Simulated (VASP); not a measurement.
# Ir (P6_3/mmc) in VASP: a series of runs

Ir is run at these levels: PBEsol; tasks: relaxation of cell and atoms.

Everything below comes from runs of VASP 6.6.1. Logs are shortened: lines on timing, memory, paths and dates and some standing lists are left out, and cuts for length are marked.

## 1. The cell of the first run

The structure is hexagonal, space group P6_3/mmc (No. 194). Conventional cell: a = 2.751 Å, b = 2.751 Å, c = 4.462 Å, α = 90.00°, β = 90.00°, γ = 120.00°. Ir (site symmetry -6m2) has 12 Ir at 2.74 to 2.75 Å within 3.6 Å.

## 2. Relaxation of cell and atoms, PBEsol

Input file INCAR:

```
SYSTEM = Ir
PREC     = Accurate       ! precision mode
ENCUT    = 600            ! plane-wave cutoff, eV
EDIFF    = 1E-7           ! SCF threshold, eV
ISMEAR   = -1             ! smearing method
SIGMA    = 0.05           ! smearing width, eV
LREAL    = .FALSE.        ! projectors in reciprocal space
LASPH    = .TRUE.         ! aspherical terms in the spheres
NELM     = 80             ! most SCF steps
ALGO     = Normal         ! electronic algorithm
ISIF     = 3              ! what is computed and relaxed
LWAVE    = .FALSE.        ! write WAVECAR
LCHARG   = .FALSE.        ! write CHGCAR
GGA      = PS             ! functional
IBRION   = 2              ! ionic algorithm
NSW      = 80             ! ionic steps
EDIFFG   = -0.005         ! ionic threshold
```

Input file KPOINTS:

```
Automatic mesh
0
G
  11 11 6
  0 0 0
```

Input file POSCAR:

```
Ir
1.0
    2.7513778946      0.0000000000      0.0000000000
   -1.3756889473      2.3827631521      0.0000000000
    0.0000000000      0.0000000000      4.4622900000
Ir
2
Direct
    0.3333333333      0.6666666667      0.2500000000
    0.6666666667      0.3333333333      0.7500000000
```

Potentials or basis: VASP PAW PBE potentials, release 64 (Ir).

On the command line:

```
> cat potpaw_PBE.64/Ir/POTCAR > POTCAR
> mpirun -np 1 vasp_std > vasp.out
```

OUTCAR:

```text
SYSTEM = Ir
   PREC = Accurate
   ENCUT = 600
   EDIFF = 1E-7
   ISMEAR = -1
   LREAL = .FALSE.
   LASPH = .TRUE.
   NELM = 80
   ISIF = 3
   GGA = PS
   IBRION = 2
   NSW = 80
   EDIFFG = -0.005

 ion  position               nearest neighbor table
   1  0.333  0.667  0.250-   2 2.74   2 2.74   2 2.74   2 2.74   2 2.74   2 2.74
   2  0.667  0.333  0.750-   1 2.74   1 2.74   1 2.74   1 2.74   1 2.74   1 2.74

  LATTYP: Found a hexagonal cell.
 ALAT       =     2.7513778946
 C/A-ratio  =     1.6218382828

  Lattice vectors:

 A1 = (   2.7513778946,   0.0000000000,   0.0000000000)
 A2 = (  -1.3756889473,   2.3827631521,   0.0000000000)
 A3 = (   0.0000000000,   0.0000000000,   4.4622900000)

Analysis of symmetry for initial positions (statically):
=====================================================================
 Subroutine PRICEL returns:
 Original cell was already a primitive cell.

 Routine SETGRP: Setting up the symmetry group for a
 hexagonal supercell.

 Subroutine GETGRP returns: Found 24 space group operations
 (whereof 12 operations were pure point group operations)
 out of a pool of 24 trial point group operations.

The static configuration has the point symmetry D_3d.
 The point group associated with its full space group is D_6h.

Analysis of symmetry for dynamics (positions and initial velocities):
=====================================================================
 Subroutine PRICEL returns:
 Original cell was already a primitive cell.

 Routine SETGRP: Setting up the symmetry group for a
 hexagonal supercell.

 Subroutine GETGRP returns: Found 24 space group operations
 (whereof 12 operations were pure point group operations)
 out of a pool of 24 trial point group operations.

The dynamic configuration has the point symmetry D_3d.
 The point group associated with its full space group is D_6h.

 Subroutine INISYM returns: Found 24 space group operations
 (whereof 12 operations are pure point group operations),
 and found     1 'primitive' translations

----------------------------------------------------------------------------------------

                                     Primitive cell

  volume of cell :      29.2542

  direct lattice vectors                    reciprocal lattice vectors
     2.751377895  0.000000000  0.000000000     0.363454254  0.209840411  0.000000000
    -1.375688947  2.382763152  0.000000000     0.000000000  0.419680823  0.000000000
     0.000000000  0.000000000  4.462290000     0.000000000  0.000000000  0.224100182

  length of vectors
     2.751377895  2.751377895  4.462290000     0.419680823  0.419680823  0.224100182

  position of ions in fractional coordinates (direct lattice)
     0.333333333  0.666666667  0.250000000
     0.666666667  0.333333333  0.750000000

  ion indices of the primitive-cell ions
   primitive index   ion index
                 1           1
                 2           2

----------------------------------------------------------------------------------------

 KPOINTS: Automatic mesh

Automatic generation of k-mesh.
 Grid dimensions read from file:
 generate k-points for:   11   11    6

 Generating k-lattice:

  Cartesian coordinates                     Fractional coordinates (reciprocal lattice)
     0.033041296  0.019076401  0.000000000     0.090909091 -0.000000000  0.000000000
     0.000000000  0.038152802  0.000000000     0.000000000  0.090909091  0.000000000
     0.000000000  0.000000000  0.037350030     0.000000000  0.000000000  0.166666667

  Length of vectors
     0.038152802  0.038152802  0.037350030

  Shift w.r.t. Gamma in fractional coordinates (k-lattice)
     0.000000000  0.000000000  0.000000000

 Subroutine IBZKPT returns following result:
 ===========================================

 Found     64 irreducible k-points:

 Following reciprocal coordinates:
            Coordinates               Weight
  0.000000  0.000000  0.000000      1.000000
  0.090909 -0.000000  0.000000      6.000000
  0.181818 -0.000000  0.000000      6.000000
  0.272727 -0.000000  0.000000      6.000000
  0.363636 -0.000000  0.000000      6.000000
  0.454545 -0.000000  0.000000      6.000000
[... 16 lines left out ...]
  0.090909  0.090909  0.166667     12.000000
  0.181818  0.090909  0.166667     24.000000
 [... further k-points ...]
   k-points           NKPTS =     64   k-points in BZ     NKDIM =     64   number of bands    NBANDS=     13
   number of dos      NEDOS =    301   number of ions     NIONS =      2
   total plane-waves  NPLWV =  20736
   dimension x,y,z NGX =    24 NGY =   24 NGZ =   36
   dimension x,y,z NGXF=    48 NGYF=   48 NGZF=   72
   ions per type =               2
   NGX,Y,Z   is equivalent  to a cutoff of  14.50, 14.50, 13.41 a.u.
   NGXF,Y,Z  is equivalent  to a cutoff of  29.00, 29.00, 26.82 a.u.
 SYSTEM =  Ir
   PREC   = accura    normal or accurate (medium, high low for compatibility)
   ISTART =      0    job   : 0-new  1-cont  2-samecut
   ICHARG =      2    charge: 1-file 2-atom 10-const
   ISPIN  =      1    spin polarized calculation?
   LNONCOLLINEAR =      F non collinear calculations
   LSORBIT =      F    spin-orbit coupling
   LASPH  =      T    aspherical Exc in radial PAW
   ENCUT  =  600.0 eV  44.10 Ry    6.64 a.u.   5.50  5.50  8.91*2*pi/ulx,y,z
   NELM   =     80;   NELMIN=  2; NELMDL= -5     # of ELM steps
   EDIFF  = 0.1E-06   stopping-criterion for ELM
   LREAL  =      F    real-space projection
   EDIFFG = -.5E-02   stopping-criterion for IOM
   NSW    =     80    number of steps for IOM
   IBRION =      2    ionic relax: 0-MD 1-quasi-New 2-CG
   NFREE  =      1    steps in history (QN), initial steepest desc. (CG)
   ISIF   =      3    stress and relaxation
   ISYM   =      2    0-nonsym 1-usesym 2-fastsym
   POTIM  = 0.5000    time-step for ionic-motion
   TEBEG  =    0.0;   TEEND  =   0.0 temperature during run
   PSTRESS=    0.0 pullay stress
   NELECT =      18.0000    total number of electrons
   NUPDOWN=      -1.0000    fix difference up-down
   EMIN   =  10.00;   EMAX   =-10.00  energy-range for DOS
   EFERMI =   0.00;   METHOD = LEGACY
   ISMEAR =    -1;   SIGMA  =   0.05  broadening in eV -4-tet -1-fermi 0-gaus
   EFERMI_NEDOS =   21; number of points for ismear=-14 and -15
   IALGO  =     38    algorithm
   IMIX   =      4    mixing-type and parameters
     AMIX     =   0.40;   BMIX     =  1.00
     AMIX_MAG =   1.60;   BMIX_MAG =  1.00
  volume/ion in A,a.u.               =      14.63        98.71
  Fermi-wavevector in a.u.,A,eV,Ry     =   1.392417  2.631287 26.379323  1.938826
  Thomas-Fermi vector in A             =   2.516162
   LORBIT       =      0    0 simple, 1 ext, 2 COOP (PROOUT), +10 PAW based schemes
   GGA     = PS    functional components
   LHFCALC =     F    Hartree Fock is set to
   AEXX    =    0.0000 exact exchange contribution
   IVDW    =     0    specifies the selected vdW correction
   LEPSILON=     F    determine dielectric tensor
   LRPA    =     F    only Hartree local field effects (RPA)
 conjugate gradient relaxation of ions
 non-spin polarized calculation
  energy-cutoff  :      600.00
  volume of cell :       29.25
 maximum number of plane-waves:      1002
 NGX is ok and might be reduce to    24
   NGX = 11   NGY = 11   NGZ = 17

--------------------------------------- Ionic step        1  -------------------------------------------

 number of electron      17.9999998 magnetization

 Free energy of the ion-electron system (eV)
  ---------------------------------------------------
  ext. energy  EPLUGINS =         0.00000000
  ---------------------------------------------------
  free energy    TOTEN  =       -19.43410983 eV

  energy without entropy =      -19.40862035  energy(sigma->0) =      -19.42136509

 E-fermi :   9.7708     XC(G=0): -13.9064

 val. band max:        9.7618893016   @ k =   0.3636   0.1818   0.1667
 cond. band min:       9.7762178763   @ k =   0.2727   0.0909   0.3333
 fundamental gap:      0.0143285747
 Fermi energy:         9.7708365069

 k-point     1 :       0.0000    0.0000    0.0000
  band No.  band energies     occupation
      1      -1.1573      2.00000
      2       1.9082      2.00000
      3       6.0137      2.00000
      4       6.1191      2.00000
      5       6.1191      2.00000
      6       6.7467      2.00000
      7       6.7467      2.00000
      8       7.5106      2.00000
      9       7.5106      2.00000
     10       8.9956      2.00000
     11      10.0463      0.00807
     12      10.0463      0.00807
     13      16.5256      0.00000
[... 354 lines left out ...]
  band No.  band energies     occupation
      1       1.0150      2.00000
      2       3.4037      2.00000
      3       4.6375      2.00000
      4       4.8717      2.00000
      5       5.8340      2.00000
      6       6.4307      2.00000
      7       6.9310      2.00000
      8       7.6328      2.00000
      9       8.2695      2.00000
     10       8.5002      2.00000
     11      10.2836      0.00007
     12      13.4990      0.00000
     13      18.3991      0.00000

 [... further k-points ...]

------------------------ aborting loop because EDIFF is reached ----------------------------------------

  FORCE on cell =-STRESS in cart. coord.  units (eV):
  Direction    XX          YY          ZZ          XY          YZ          ZX
  --------------------------------------------------------------------------------------
  -------------------------------------------------------------------------------------
  Total       -2.0797989     -2.0797989     -2.1666641     -0.0000000     -0.0000000      0.0000000
  in kB     -113.9050616   -113.9050616   -118.6624386     -0.0000000     -0.0000000      0.0000000
  external PRESSURE =    -115.4908539 kB  Pullay stress =       0.0000000 kB
[... 203 lines left out ...]
--------------------------------------- Ionic step        7  -------------------------------------------

 number of electron      18.0000000 magnetization

 Free energy of the ion-electron system (eV)
  ---------------------------------------------------
  ext. energy  EPLUGINS =         0.00000000
  ---------------------------------------------------
  free energy    TOTEN  =       -19.46915457 eV

  energy without entropy =      -19.44490343  energy(sigma->0) =      -19.45702900

 E-fermi :  10.3385     XC(G=0): -14.0972

 val. band max:       10.3299753678   @ k =   0.3636   0.1818   0.1667
 cond. band min:      10.3398270139   @ k =   0.2727   0.0909   0.3333
 fundamental gap:      0.0098516461
 Fermi energy:        10.3385332317

 k-point     1 :       0.0000    0.0000    0.0000
  band No.  band energies     occupation
      1      -0.9493      2.00000
      2       2.1255      2.00000
      3       6.3884      2.00000
      4       6.4896      2.00000
      5       6.4896      2.00000
      6       7.1546      2.00000
      7       7.1546      2.00000
      8       7.9540      2.00000
      9       7.9540      2.00000
     10       9.4730      2.00000
     11      10.6264      0.00630
     12      10.6264      0.00630
     13      17.4010      0.00000
[... 354 lines left out ...]
  band No.  band energies     occupation
      1       1.2858      2.00000
      2       3.6720      2.00000
      3       4.9457      2.00000
      4       5.1840      2.00000
      5       6.1917      2.00000
      6       6.8200      2.00000
      7       7.3468      2.00000
      8       8.0834      2.00000
      9       8.7506      2.00000
     10       8.9985      2.00000
     11      10.8858      0.00004
     12      14.2255      0.00000
     13      19.2323      0.00000

 [... further k-points ...]

------------------------ aborting loop because EDIFF is reached ----------------------------------------

  FORCE on cell =-STRESS in cart. coord.  units (eV):
  Direction    XX          YY          ZZ          XY          YZ          ZX
  --------------------------------------------------------------------------------------
  -------------------------------------------------------------------------------------
  Total        0.0023387      0.0023387      0.0001007     -0.0000000     -0.0000000      0.0000000
  in kB        0.1323328      0.1323328      0.0056970     -0.0000000     -0.0000000      0.0000000
  external PRESSURE =       0.0901208 kB  Pullay stress =       0.0000000 kB
[... 17 lines left out ...]
  FREE ENERGIE OF THE ION-ELECTRON SYSTEM (eV)
  ---------------------------------------------------
  free  energy   TOTEN  =       -19.4691545701 eV

  energy  without entropy=      -19.4449034310  energy(sigma->0) =      -19.45702900

 reached required accuracy - stopping structural energy minimisation
```

It took 76 s on 1 thread of AMD EPYC 9R45 (Zen 5), shared host; peak memory 0.15 GiB.

What came out:

| Item | Value |
| --- | --- |
| Free energy | -19.4692 eV |
| Relaxed volume | 14.16 Å³/atom |
| Relaxed cell | a = 2.722 Å, b = 2.722 Å, c = 4.413 Å, α = 90.00°, β = 90.00°, γ = 120.00° |
| Space group after relaxing (to 0.05 Å) | P6_3/mmc (No. 194) |
| Energy gained by relaxing | 17.5 meV/atom |
| Ionic steps | 7 |
| Pressure after relaxing | 0.0 GPa |
| Band gap on the k mesh | zero (band 9 reaches 11.33 eV, above the bottom of band 10 at 8.06 eV) |

The path:
```
step  energy change (eV)  largest force (eV/Å)  pressure (GPa)  volume (Å³)
   1              0.0000                0.0000          -11.55        29.25
   2              0.5598                0.0000           65.33        25.01
   3             -0.0349                0.0000           -0.68        28.37
   4             -0.0350                0.0000           -0.13        28.33
   5             -0.0350                0.0000            0.12        28.31
   6             -0.0350                0.0000           -0.37        28.34
   7             -0.0350                0.0000            0.01        28.32
```

Final structure:
```
CELL_PARAMETERS angstrom
2.72204 0.00000 0.00000
-1.36102 2.35735 0.00000
0.00000 0.00000 4.41266
ATOMIC_POSITIONS crystal
Ir 0.33333 0.66667 0.25000
Ir 0.66667 0.33333 0.75000
```

Caveat: the PAW data sets were made with another functional, which shifts forces and pressure a little; spin-orbit coupling is left out, which moves the levels of the heavy elements.

## 3. Relaxation of cell and atoms, PBEsol, target pressure 5 GPa, at which the enthalpy is minimised

Input file INCAR:

```
PREC = Accurate
ENCUT = 600
EDIFF = 1E-6
ISMEAR = -1
SIGMA = 0.05
LREAL = False
LASPH = True
NELM = 80
ALGO = Normal
ISIF = 3
LWAVE = False
LCHARG = False
GGA = PS
IBRION = 2
NSW = 80
EDIFFG = -0.005
PSTRESS = 50.0
```

Input file KPOINTS:

```
regular mesh
0
Gamma
  11 11 6
```

POSCAR is that of step 2.

Potentials or basis: VASP PAW PBE potentials, release 64 (Ir).

On the command line:

```
> cat potpaw_PBE.64/Ir/POTCAR > POTCAR
> mpirun -np 1 vasp_std > vasp.out
```

Wall time 81 s (1 thread of AMD EPYC 9R45 (Zen 5), shared host); peak memory 0.15 GiB.

The run converged. Its results:

| Item | Value |
| --- | --- |
| Free energy | -19.4637 eV |
| Relaxed volume | 13.98 Å³/atom |
| Relaxed cell | a = 2.711 Å, b = 2.711 Å, c = 4.395 Å, α = 90.00°, β = 90.00°, γ = 120.00° |
| Space group after relaxing (to 0.05 Å) | P6_3/mmc (No. 194) |
| Energy change on relaxing (the enthalpy is what falls) | -14.8 meV/atom |
| Ionic steps | 9 |
| Pressure after relaxing | 5.0 GPa |
| Band gap on the k mesh | zero (band 9 reaches 11.58 eV, above the bottom of band 10 at 8.24 eV) |

Stress tensor (GPa, compression positive):
```
4.97 0.00 0.00
0.00 4.97 0.00
0.00 0.00 5.05
```

The path:
| step | energy change (eV) | largest force (eV/Å) | pressure (GPa) | volume (Å³) |
| --- | --- | --- | --- | --- |
| 1 | 0.0000 | 0.0000 | -11.52 | 29.25 |
| 2 | 1.5292 | 0.0000 | 121.59 | 23.32 |
| 3 | -0.0323 | 0.0000 | 3.51 | 28.07 |
| 4 | -0.0304 | 0.0000 | 4.61 | 27.99 |
| 5 | -0.0296 | 0.0000 | 4.98 | 27.96 |
| 6 | -0.0288 | 0.0000 | 5.36 | 27.94 |
| 7 | -0.0318 | 0.0000 | 3.82 | 28.04 |
| 8 | -0.0296 | 0.0000 | 5.00 | 27.96 |
| 9 | -0.0296 | 0.0000 | 5.00 | 27.96 |

Final structure:
```cif
data_structure
_symmetry_space_group_name_H-M 'P 1'
_symmetry_Int_Tables_number 1
_cell_length_a 2.7106
_cell_length_b 2.7106
_cell_length_c 4.3946
_cell_angle_alpha 90.000
_cell_angle_beta 90.000
_cell_angle_gamma 120.000
_cell_volume 27.96
loop_
_atom_site_label
_atom_site_type_symbol
_atom_site_fract_x
_atom_site_fract_y
_atom_site_fract_z
_atom_site_occupancy
Ir1 Ir 0.33333 0.66667 0.25000 1
Ir2 Ir 0.66667 0.33333 0.75000 1
```

Levels at points of the mesh, in eV from the Fermi level:
```tsv
k point	band 7	band 8	band 9	band 10	band 11	band 12
(0.00, 0.00, 0.00)	-3.25	-2.43	-2.43	-0.90	0.29	0.29
(0.00, 0.00, 0.50)	-4.05	-4.05	-0.47	-0.47	-0.47	-0.47
```

Caveat: the cell is relaxed towards a set pressure, so the enthalpy falls and the energy may rise; the PAW data sets were made with another functional, which shifts forces and pressure a little; spin-orbit coupling is left out, which moves the levels of the heavy elements.

(Part 1 of 2 ends here.)
